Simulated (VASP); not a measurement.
# ZrC (Pm-3m) in VASP: further runs, part 2 of 2

VASP 6.6.1.

## 3. Single point, PBE

The input, INCAR:

```
ALGO     = Normal         # electronic algorithm
EDIFF    = 1E-6           # SCF threshold, eV
ENCUT    = 600            # plane-wave cutoff, eV
GGA      = PE             # functional
GGA_COMPAT= F            
ISIF     = 2              # what is computed and relaxed
ISMEAR   = 0              # smearing method
LASPH    = T              # aspherical terms in the spheres
LCHARG   = F              # write CHGCAR
LREAL    = F              # projectors in reciprocal space
LWAVE    = F              # write WAVECAR
NBANDS   = 15             # bands
NELM     = 120            # most SCF steps
PREC     = Accurate       # precision mode
SIGMA    = 0.2            # smearing width, eV
```

The input, KPOINTS:

```
k-points
0
Gamma
  6 6 6
```

The input, POSCAR:

```
ZrC
1.0
    2.9240426632      0.0000000000      0.0000000000
    0.0000000000      2.9240426632      0.0000000000
    0.0000000000      0.0000000000      2.9240426632
Zr C
1 1
Direct
    0.0000000000      0.0000000000      0.0000000000
    0.5000000000      0.5000000000      0.5000000000
```

Potentials or basis: VASP PAW PBE potentials, release 64 (Zr_sv, C).

The run is started by

```bash
$ cat potpaw_PBE.64/Zr_sv/POTCAR potpaw_PBE.64/C/POTCAR > POTCAR
$ mpirun -np 1 vasp_std > vasp.out
```

OUTCAR:

```text
EDIFF = 1E-6
   ENCUT = 600
   GGA = PE
   ISIF = 2
   ISMEAR = 0
   LASPH = T
   LREAL = F
   NELM = 120
   PREC = Accurate

 ion  position               nearest neighbor table
   1  0.000  0.000  0.000-   2 2.53   2 2.53   2 2.53   2 2.53   2 2.53   2 2.53   2 2.53   2 2.53

   2  0.500  0.500  0.500-   1 2.53   1 2.53   1 2.53   1 2.53   1 2.53   1 2.53   1 2.53   1 2.53

  LATTYP: Found a simple cubic cell.
 ALAT       =     2.9240426632

  Lattice vectors:

 A1 = (   2.9240426632,   0.0000000000,   0.0000000000)
 A2 = (   0.0000000000,   2.9240426632,   0.0000000000)
 A3 = (   0.0000000000,   0.0000000000,   2.9240426632)

Analysis of symmetry for initial positions (statically):
=====================================================================
 Subroutine PRICEL returns:
 Original cell was already a primitive cell.

 Routine SETGRP: Setting up the symmetry group for a
 simple cubic supercell.

 Subroutine GETGRP returns: Found 48 space group operations
 (whereof 48 operations were pure point group operations)
 out of a pool of 48 trial point group operations.

The static configuration has the point symmetry O_h .

Analysis of symmetry for dynamics (positions and initial velocities):
=====================================================================
 Subroutine PRICEL returns:
 Original cell was already a primitive cell.

 Routine SETGRP: Setting up the symmetry group for a
 simple cubic supercell.

 Subroutine GETGRP returns: Found 48 space group operations
 (whereof 48 operations were pure point group operations)
 out of a pool of 48 trial point group operations.

The dynamic configuration has the point symmetry O_h .

 Subroutine INISYM returns: Found 48 space group operations
 (whereof 48 operations are pure point group operations),
 and found     1 'primitive' translations

----------------------------------------------------------------------------------------

                                     Primitive cell

  volume of cell :      25.0006

  direct lattice vectors                    reciprocal lattice vectors
     2.924042663  0.000000000  0.000000000     0.341992274  0.000000000  0.000000000
     0.000000000  2.924042663  0.000000000     0.000000000  0.341992274  0.000000000
     0.000000000  0.000000000  2.924042663     0.000000000  0.000000000  0.341992274

  length of vectors
     2.924042663  2.924042663  2.924042663     0.341992274  0.341992274  0.341992274

  position of ions in fractional coordinates (direct lattice)
     0.000000000  0.000000000  0.000000000
     0.500000000  0.500000000  0.500000000

  ion indices of the primitive-cell ions
   primitive index   ion index
                 1           1
                 2           2

----------------------------------------------------------------------------------------

 KPOINTS: k-points

Automatic generation of k-mesh.
 Grid dimensions read from file:
[... 24 lines left out ...]
  0.333333  0.000000  0.000000      6.000000
  0.500000  0.000000  0.000000      3.000000
  0.166667  0.166667  0.000000     12.000000
  0.333333  0.166667  0.000000     24.000000
[... 12 lines left out ...]
  0.500000  0.500000  0.333333      6.000000
  0.500000  0.500000  0.500000      1.000000
   k-points           NKPTS =     20   k-points in BZ     NKDIM =     20   number of bands    NBANDS=     15
   number of dos      NEDOS =    301   number of ions     NIONS =      2
   total plane-waves  NPLWV =  13824
   dimension x,y,z NGX =    24 NGY =   24 NGZ =   24
   dimension x,y,z NGXF=    48 NGYF=   48 NGZF=   48
   ions per type =               1   1
   NGX,Y,Z   is equivalent  to a cutoff of  13.65, 13.65, 13.65 a.u.
   NGXF,Y,Z  is equivalent  to a cutoff of  27.29, 27.29, 27.29 a.u.
 SYSTEM =  unknown system
   PREC   = accura    normal or accurate (medium, high low for compatibility)
   ISTART =      0    job   : 0-new  1-cont  2-samecut
   ICHARG =      2    charge: 1-file 2-atom 10-const
   ISPIN  =      1    spin polarized calculation?
   LNONCOLLINEAR =      F non collinear calculations
   LSORBIT =      F    spin-orbit coupling
   LASPH  =      T    aspherical Exc in radial PAW
   ENCUT  =  600.0 eV  44.10 Ry    6.64 a.u.   5.84  5.84  5.84*2*pi/ulx,y,z
   NELM   =    120;   NELMIN=  2; NELMDL= -5     # of ELM steps
   EDIFF  = 0.1E-05   stopping-criterion for ELM
   LREAL  =      F    real-space projection
   EDIFFG = 0.1E-04   stopping-criterion for IOM
   NSW    =      0    number of steps for IOM
   IBRION =     -1    ionic relax: 0-MD 1-quasi-New 2-CG
   NFREE  =      0    steps in history (QN), initial steepest desc. (CG)
   ISIF   =      2    stress and relaxation
   ISYM   =      2    0-nonsym 1-usesym 2-fastsym
   POTIM  = 0.5000    time-step for ionic-motion
   TEBEG  =    0.0;   TEEND  =   0.0 temperature during run
   PSTRESS=    0.0 pullay stress
   NELECT =      16.0000    total number of electrons
   NUPDOWN=      -1.0000    fix difference up-down
   EMIN   =  10.00;   EMAX   =-10.00  energy-range for DOS
   EFERMI =   0.00;   METHOD = LEGACY
   ISMEAR =     0;   SIGMA  =   0.20  broadening in eV -4-tet -1-fermi 0-gaus
   EFERMI_NEDOS =   21; number of points for ismear=-14 and -15
   IALGO  =     38    algorithm
   IMIX   =      4    mixing-type and parameters
     AMIX     =   0.40;   BMIX     =  1.00
     AMIX_MAG =   1.60;   BMIX_MAG =  1.00
  volume/ion in A,a.u.               =      12.50        84.36
  Fermi-wavevector in a.u.,A,eV,Ry     =   1.410797  2.666019 27.080322  1.990347
  Thomas-Fermi vector in A             =   2.532714
   LORBIT       =      0    0 simple, 1 ext, 2 COOP (PROOUT), +10 PAW based schemes
   GGA     = PE    functional components
   LHFCALC =     F    Hartree Fock is set to
   AEXX    =    0.0000 exact exchange contribution
   IVDW    =     0    specifies the selected vdW correction
   LEPSILON=     F    determine dielectric tensor
   LRPA    =     F    only Hartree local field effects (RPA)
 non-spin polarized calculation
 Gauss-broadening in eV      SIGMA  =   0.20
  energy-cutoff  :      600.00
  volume of cell :       25.00
 maximum number of plane-waves:       847
 NGX is ok and might be reduce to    24
   NGX = 11   NGY = 11   NGZ = 11

 number of electron      16.0000000 magnetization

 Free energy of the ion-electron system (eV)
  ---------------------------------------------------
  ext. energy  EPLUGINS =         0.00000000
  ---------------------------------------------------
  free energy    TOTEN  =       -17.02151917 eV

  energy without entropy =      -16.98323252  energy(sigma->0) =      -17.00237585

 E-fermi :  10.4515     XC(G=0): -12.4219

 val. band max:       10.4344933430   @ k =   0.5000   0.3333   0.1667
 cond. band min:      10.4943235533   @ k =   0.5000   0.1667   0.1667
 fundamental gap:      0.0598302102
 Fermi energy:        10.4515288698

 k-point     1 :       0.0000    0.0000    0.0000
  band No.  band energies     occupation
      1     -38.2309      2.00000
      2     -15.7018      2.00000
      3     -15.7018      2.00000
      4     -15.7018      2.00000
      5      -1.4209      2.00000
      6       8.4682      2.00000
      7       8.4682      2.00000
      8      11.5558      0.00000
      9      11.5558      0.00000
     10      11.5558      0.00000
     11      15.6170      0.00000
     12      15.6170      0.00000
     13      15.6170      0.00000
     14      18.2813      0.00000
[... 329 lines left out ...]
      2     -16.5287      2.00000
      3     -16.5287      2.00000
      4     -16.5287      2.00000
      5       3.0870      2.00000
      6       5.1028      2.00000
      7       5.1028      2.00000
      8       5.1028      2.00000
      9      18.0537      0.00000
     10      18.0537      0.00000
     11      18.9916      0.00000
     12      18.9916      0.00000
     13      18.9916      0.00000
     14      19.6879      0.00000
     15      19.6879      0.00000

------------------------ aborting loop because EDIFF is reached ----------------------------------------

  FORCE on cell =-STRESS in cart. coord.  units (eV):
  Direction    XX          YY          ZZ          XY          YZ          ZX
  --------------------------------------------------------------------------------------
  -------------------------------------------------------------------------------------
  Total       -0.0426984     -0.0426984     -0.0426984      0.0000000     -0.0000000     -0.0000000
  in kB       -2.7363475     -2.7363475     -2.7363475      0.0000000     -0.0000000     -0.0000000
  external PRESSURE =      -2.7363475 kB  Pullay stress =       0.0000000 kB

 VOLUME and BASIS-vectors are now :
 -----------------------------------------------------------------------------
  energy-cutoff  :      600.00
  volume of cell :       25.00
      direct lattice vectors                 reciprocal lattice vectors
     2.924042663  0.000000000  0.000000000     0.341992274  0.000000000  0.000000000
     0.000000000  2.924042663  0.000000000     0.000000000  0.341992274  0.000000000
     0.000000000  0.000000000  2.924042663     0.000000000  0.000000000  0.341992274

 POSITION                                       TOTAL-FORCE (eV/Angst)
 -----------------------------------------------------------------------------------
      0.00000      0.00000      0.00000         0.000000      0.000000      0.000000
      1.46202      1.46202      1.46202         0.000000      0.000000      0.000000
 -----------------------------------------------------------------------------------
    total drift:                                0.000000      0.000000     -0.000000

  FREE ENERGIE OF THE ION-ELECTRON SYSTEM (eV)
  ---------------------------------------------------
  free  energy   TOTEN  =       -17.0215191709 eV

  energy  without entropy=      -16.9832325194  energy(sigma->0) =      -17.00237585
```

Run time: 14 s. Hardware: 1 thread of Intel Xeon 8259CL, shared host; peak memory 0.14 GiB.

Results:

- Free energy: -17.0215 eV
- Pressure: -0.3 GPa
- Band gap on the k mesh: zero (band 8 reaches 11.56 eV, above the bottom of band 9 at 9.53 eV)
